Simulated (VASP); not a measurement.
# Re (I4/mmm) in VASP: notebook

Runs on Re. Level: PBE. Tasks: single point.

Everything below comes from runs of VASP 6.6.1. Logs are shortened: lines on timing, memory, paths and dates and some standing lists are left out, and cuts for length are marked.

### 1 The cell of the first run

It takes space group I4/mmm (No. 139, tetragonal). Conventional cell: a = 2.558 Å, b = 2.558 Å, c = 4.221 Å, α = 90.00°, β = 90.00°, γ = 90.00°. Re (site symmetry 4/mmm) has 12 Re at 2.56 to 2.78 Å within 3.4 Å.

### 2 Single point, PBE (13.81 Å³/atom)

Contents of INCAR:

```
ALGO = Normal
EDIFF = 1E-7
ENCUT = 520
GGA = PE
ISIF = 2
ISMEAR = 0
LASPH = T
LCHARG = F
LREAL = F
LWAVE = F
NBANDS = 10
NELM = 100
PREC = Accurate
SIGMA = 0.15
```

Contents of KPOINTS:

```
k-points
0
Gamma
  10 10 10
```

Contents of POSCAR:

```
Re
1.0
    0.0000000000      1.8085159325      2.1105380932
    1.8085159325      0.0000000000      2.1105380932
    1.8085159325      1.8085159325      0.0000000000
Re
1
Direct
    0.0000000000      0.0000000000      0.0000000000
```

Potentials or basis: VASP PAW PBE potentials, release 64 (Re).

On the command line:

```bash
cat potpaw_PBE.64/Re/POTCAR > POTCAR
mpirun -np 1 vasp_std > vasp.out
```

OUTCAR:

```text
EDIFF = 1E-7
   ENCUT = 520
   GGA = PE
   ISIF = 2
   ISMEAR = 0
   LASPH = T
   LREAL = F
   NELM = 100
   PREC = Accurate

 ion  position               nearest neighbor table
   1  0.000  0.000  0.000-

  LATTYP: Found a body centered tetragonal cell.
 ALAT       =     2.5576277595
 C/A-ratio  =     1.6503872273

  Lattice vectors:

 A1 = (  -1.8085159325,   0.0000000000,   2.1105380932)
 A2 = (   1.8085159325,   0.0000000000,   2.1105380932)
 A3 = (   0.0000000000,   1.8085159325,  -2.1105380932)

Analysis of symmetry for initial positions (statically):
=====================================================================
 Subroutine PRICEL returns:
 Original cell was already a primitive cell.

 Routine SETGRP: Setting up the symmetry group for a
 body centered tetragonal supercell.

 Subroutine GETGRP returns: Found 16 space group operations
 (whereof 16 operations were pure point group operations)
 out of a pool of 16 trial point group operations.

The static configuration has the point symmetry D_4h.

Analysis of symmetry for dynamics (positions and initial velocities):
=====================================================================
 Subroutine PRICEL returns:
 Original cell was already a primitive cell.

 Routine SETGRP: Setting up the symmetry group for a
 body centered tetragonal supercell.

 Subroutine GETGRP returns: Found 16 space group operations
 (whereof 16 operations were pure point group operations)
 out of a pool of 16 trial point group operations.

The dynamic configuration has the point symmetry D_4h.

 Subroutine INISYM returns: Found 16 space group operations
 (whereof 16 operations are pure point group operations),
 and found     1 'primitive' translations

----------------------------------------------------------------------------------------

                                     Primitive cell

  volume of cell :      13.8060

  direct lattice vectors                    reciprocal lattice vectors
     0.000000000  1.808515932  2.110538093    -0.276469779  0.276469779  0.236906409
     1.808515932  0.000000000  2.110538093     0.276469779 -0.276469779  0.236906409
     1.808515932  1.808515932  0.000000000     0.276469779  0.276469779 -0.236906409

  length of vectors
     2.779406577  2.779406577  2.557627760     0.457160501  0.457160501  0.457160501

  position of ions in fractional coordinates (direct lattice)
     0.000000000  0.000000000  0.000000000

  ion indices of the primitive-cell ions
   primitive index   ion index
                 1           1

----------------------------------------------------------------------------------------

 KPOINTS: k-points

Automatic generation of k-mesh.
 Grid dimensions read from file:
 generate k-points for:   10   10   10

 Generating k-lattice:

  Cartesian coordinates                     Fractional coordinates (reciprocal lattice)
    -0.027646978  0.027646978  0.023690641     0.100000000  0.000000000  0.000000000
     0.027646978 -0.027646978  0.023690641     0.000000000  0.100000000  0.000000000
     0.027646978  0.027646978 -0.023690641     0.000000000  0.000000000  0.100000000

  Length of vectors
     0.045716050  0.045716050  0.045716050

  Shift w.r.t. Gamma in fractional coordinates (k-lattice)
     0.000000000  0.000000000  0.000000000

 Subroutine IBZKPT returns following result:
 ===========================================

 Found    102 irreducible k-points:

 Following reciprocal coordinates:
            Coordinates               Weight
  0.000000  0.000000  0.000000      1.000000
  0.100000 -0.000000  0.000000      8.000000
  0.200000 -0.000000  0.000000      8.000000
  0.300000 -0.000000  0.000000      8.000000
  0.400000  0.000000  0.000000      8.000000
  0.500000  0.000000  0.000000      4.000000
[... 16 lines left out ...]
  0.300000  0.300000  0.000000      2.000000
  0.400000  0.300000  0.000000      8.000000
 [... further k-points ...]
   k-points           NKPTS =    102   k-points in BZ     NKDIM =    102   number of bands    NBANDS=     10
   number of dos      NEDOS =    301   number of ions     NIONS =      1
   total plane-waves  NPLWV =  11520
   dimension x,y,z NGX =    24 NGY =   24 NGZ =   20
   dimension x,y,z NGXF=    48 NGYF=   48 NGZF=   40
   ions per type =               1
   NGX,Y,Z   is equivalent  to a cutoff of  14.36, 14.36, 13.00 a.u.
   NGXF,Y,Z  is equivalent  to a cutoff of  28.71, 28.71, 26.00 a.u.
 SYSTEM =  unknown system
   PREC   = accura    normal or accurate (medium, high low for compatibility)
   ISTART =      0    job   : 0-new  1-cont  2-samecut
   ICHARG =      2    charge: 1-file 2-atom 10-const
   ISPIN  =      1    spin polarized calculation?
   LNONCOLLINEAR =      F non collinear calculations
   LSORBIT =      F    spin-orbit coupling
   LASPH  =      T    aspherical Exc in radial PAW
   ENCUT  =  520.0 eV  38.22 Ry    6.18 a.u.   5.17  5.17  4.76*2*pi/ulx,y,z
   NELM   =    100;   NELMIN=  2; NELMDL= -5     # of ELM steps
   EDIFF  = 0.1E-06   stopping-criterion for ELM
   LREAL  =      F    real-space projection
   EDIFFG = 0.1E-05   stopping-criterion for IOM
   NSW    =      0    number of steps for IOM
   IBRION =     -1    ionic relax: 0-MD 1-quasi-New 2-CG
   NFREE  =      0    steps in history (QN), initial steepest desc. (CG)
   ISIF   =      2    stress and relaxation
   ISYM   =      2    0-nonsym 1-usesym 2-fastsym
   POTIM  = 0.5000    time-step for ionic-motion
   TEBEG  =    0.0;   TEEND  =   0.0 temperature during run
   PSTRESS=    0.0 pullay stress
   NELECT =       7.0000    total number of electrons
   NUPDOWN=      -1.0000    fix difference up-down
   EMIN   =  10.00;   EMAX   =-10.00  energy-range for DOS
   EFERMI =   0.00;   METHOD = LEGACY
   ISMEAR =     0;   SIGMA  =   0.15  broadening in eV -4-tet -1-fermi 0-gaus
   EFERMI_NEDOS =   21; number of points for ismear=-14 and -15
   IALGO  =     38    algorithm
   IMIX   =      4    mixing-type and parameters
     AMIX     =   0.40;   BMIX     =  1.00
     AMIX_MAG =   1.60;   BMIX_MAG =  1.00
  volume/ion in A,a.u.               =      13.81        93.17
  Fermi-wavevector in a.u.,A,eV,Ry     =   1.305424  2.466893 23.186117  1.704132
  Thomas-Fermi vector in A             =   2.436294
   LORBIT       =      0    0 simple, 1 ext, 2 COOP (PROOUT), +10 PAW based schemes
   GGA     = PE    functional components
   LHFCALC =     F    Hartree Fock is set to
   AEXX    =    0.0000 exact exchange contribution
   IVDW    =     0    specifies the selected vdW correction
   LEPSILON=     F    determine dielectric tensor
   LRPA    =     F    only Hartree local field effects (RPA)
 non-spin polarized calculation
 Gauss-broadening in eV      SIGMA  =   0.15
  energy-cutoff  :      520.00
  volume of cell :       13.81
 maximum number of plane-waves:       380
 NGX is ok and might be reduce to    24
   NGX = 11   NGY = 11   NGZ =  9

 number of electron       7.0000000 magnetization

 Free energy of the ion-electron system (eV)
  ---------------------------------------------------
  ext. energy  EPLUGINS =         0.00000000
  ---------------------------------------------------
  free energy    TOTEN  =       -12.00993052 eV

  energy without entropy =      -11.99869316  energy(sigma->0) =      -12.00431184

 E-fermi :   9.1216     XC(G=0): -14.0780

 val. band max:        9.1093272375   @ k =   0.3000   0.1000   0.0000
 cond. band min:       9.1288411260   @ k =  -0.1000   0.2000   0.1000
 fundamental gap:      0.0195138885
 Fermi energy:         9.1215503863

 k-point     1 :       0.0000    0.0000    0.0000
  band No.  band energies     occupation
      1      -1.5946      2.00000
      2       5.3248      2.00000
      3       7.9372      2.00000
      4       7.9372      2.00000
      5       8.3230      2.00000
      6      12.0672      0.00000
      7      23.3635      0.00000
      8      25.6788      0.00000
      9      31.0049      0.00000
     10      31.0049      0.00000

 k-point     2 :       0.1000   -0.0000    0.0000
  band No.  band energies     occupation
      1      -1.0973      2.00000
      2       5.5035      2.00000
      3       7.5070      2.00000
      4       8.1633      2.00000
      5       8.4230      2.00000
      6      11.7141      0.00000
      7      24.2661      0.00000
      8      26.1608      0.00000
      9      29.0915      0.00000
     10      32.0316      0.00000

 k-point     3 :       0.2000   -0.0000    0.0000
  band No.  band energies     occupation
      1       0.1647      2.00000
      2       5.8214      2.00000
      3       6.5905      2.00000
      4       8.6330      2.00000
      5       9.1888      0.52579
      6      11.0997      0.00000
      7      24.4860      0.00000
      8      26.8359      0.00000
      9      29.9061      0.00000
     10      34.8169      0.00000

 k-point     4 :       0.3000   -0.0000    0.0000
  band No.  band energies     occupation
      1       1.3499      2.00000
      2       5.9297      2.00000
      3       6.4995      2.00000
      4       8.5972      2.00000
      5      10.8491      0.00000
      6      11.2966      0.00000
      7      22.6224      0.00000
      8      26.3744      0.00000
      9      32.5378      0.00000
     10      34.3802      0.00000
[... 222 lines left out ...]
 k-point    22 :      -0.2000    0.2000    0.0000
  band No.  band energies     occupation
      1       2.6231      2.00000
      2       4.7346      2.00000
      3       6.2237      2.00000
      4       9.1455      0.82126
      5       9.9966      0.00000
      6      13.5329      0.00000
      7      22.7129      0.00000
      8      27.3177      0.00000
      9      28.7287      0.00000
     10      30.5450      0.00000

 k-point    23 :       0.3000    0.3000    0.0000
  band No.  band energies     occupation
      1       1.5542      2.00000
      2       3.3944      2.00000
      3       6.6072      2.00000
      4      11.0723      0.00000
      5      11.0723      0.00000
      6      12.9993      0.00000
      7      26.4884      0.00000
      8      28.0308      0.00000
      9      28.0308      0.00000
     10      30.6277      0.00000

 k-point    24 :       0.4000    0.3000    0.0000
  band No.  band energies     occupation
      1       2.0267      2.00000
      2       3.3705      2.00000
      3       6.8374      2.00000
      4      11.5285      0.00000
      5      12.6013      0.00000
      6      13.2347      0.00000
      7      23.7134      0.00000
      8      25.7141      0.00000
      9      27.1436      0.00000
     10      32.2778      0.00000

 [... further k-points ...]

------------------------ aborting loop because EDIFF is reached ----------------------------------------

  FORCE on cell =-STRESS in cart. coord.  units (eV):
  Direction    XX          YY          ZZ          XY          YZ          ZX
  --------------------------------------------------------------------------------------
  -------------------------------------------------------------------------------------
  Total        4.9950580      4.9950580      0.4909551      0.0000000      0.0000000      0.0000000
  in kB      579.6732328    579.6732328     56.9750207      0.0000000      0.0000000      0.0000000
  external PRESSURE =     405.4404954 kB  Pullay stress =       0.0000000 kB

 VOLUME and BASIS-vectors are now :
 -----------------------------------------------------------------------------
  energy-cutoff  :      520.00
  volume of cell :       13.81
      direct lattice vectors                 reciprocal lattice vectors
     0.000000000  1.808515932  2.110538093    -0.276469779  0.276469779  0.236906409
     1.808515932  0.000000000  2.110538093     0.276469779 -0.276469779  0.236906409
     1.808515932  1.808515932  0.000000000     0.276469779  0.276469779 -0.236906409

 POSITION                                       TOTAL-FORCE (eV/Angst)
 -----------------------------------------------------------------------------------
      0.00000      0.00000      0.00000         0.000000      0.000000      0.000000
 -----------------------------------------------------------------------------------
    total drift:                                0.000000      0.000000     -0.000000

  FREE ENERGIE OF THE ION-ELECTRON SYSTEM (eV)
  ---------------------------------------------------
  free  energy   TOTEN  =       -12.0099305211 eV

  energy  without entropy=      -11.9986931622  energy(sigma->0) =      -12.00431184
```

Run time: 16 s. Hardware: 1 thread of Intel Xeon 8259CL, shared host; peak memory 0.14 GiB.

Results:

```yaml
Free_energy: -12.0099 eV
Pressure: 40.5 GPa
Band_gap_on_the_k_mesh: zero (an odd number of electrons rules out a gap without spin polarisation)
```

Caveat: the cell stands under pressure; spin-orbit coupling is left out, which moves the levels of the heavy elements.

### 3 Single point, PBE (13.81 Å³/atom)

Contents of INCAR:

```
SYSTEM = Re
PREC     = Accurate       ! precision mode
ENCUT    = 520            ! plane-wave cutoff, eV
EDIFF    = 1E-7           ! SCF threshold, eV
ISMEAR   = 0              ! smearing method
SIGMA    = 0.15           ! smearing width, eV
LREAL    = .FALSE.        ! projectors in reciprocal space
LASPH    = .TRUE.         ! aspherical terms in the spheres
NELM     = 80             ! most SCF steps
ALGO     = Normal         ! electronic algorithm
ISIF     = 2              ! what is computed and relaxed
LWAVE    = .FALSE.        ! write WAVECAR
LCHARG   = .FALSE.        ! write CHGCAR
GGA      = PE             ! functional
NBANDS   = 10             ! bands
```

Contents of KPOINTS:

```
regular mesh
0
G
  10 10 10
  0 0 0
```

Contents of POSCAR:

```
Re
1.0
    0.0000000000      1.9370250451      1.8397863879
    1.9370250451      0.0000000000      1.8397863879
    1.9370250451      1.9370250451      0.0000000000
Re
1
Direct
    0.0000000000      0.0000000000      0.0000000000
```

Potentials or basis: VASP PAW PBE potentials, release 64 (Re).

On the command line:

```bash
cat potpaw_PBE.64/Re/POTCAR > POTCAR
mpirun -np 1 vasp_std > vasp.out
```

Run time: 19 s. Hardware: 1 thread of Intel Xeon 8259CL, shared host; peak memory 0.14 GiB.

Results (log left out):

| Item | Value |
| --- | --- |
| Free energy | -12.2278 eV |
| Pressure | 36.6 GPa |
| Band gap on the k mesh | zero (an odd number of electrons rules out a gap without spin polarisation) |

Stress tensor (GPa, compression positive):
```
31.07  0.00  0.00
 0.00 31.07  0.00
 0.00  0.00 47.55
```

Levels at points of the mesh, in eV from the Fermi level:
| k point | band 1 | band 2 | band 3 | band 4 | band 5 | band 6 |
| --- | --- | --- | --- | --- | --- | --- |
| (0.00, 0.00, 0.00) | -10.64 | -2.39 | -2.39 | -1.61 | 0.79 | 1.86 |
| (0.50, 0.00, 0.00) | -7.42 | -2.82 | -1.93 | 0.31 | 3.90 | 4.45 |
| (0.50, 0.50, 0.00) | -7.46 | -6.64 | 3.87 | 4.10 | 5.03 | 5.03 |
| (0.50, 0.00, 0.50) | -7.49 | -6.49 | 2.70 | 4.09 | 4.57 | 5.39 |

Caveat: the cell stands under pressure; spin-orbit coupling is left out, which moves the levels of the heavy elements.
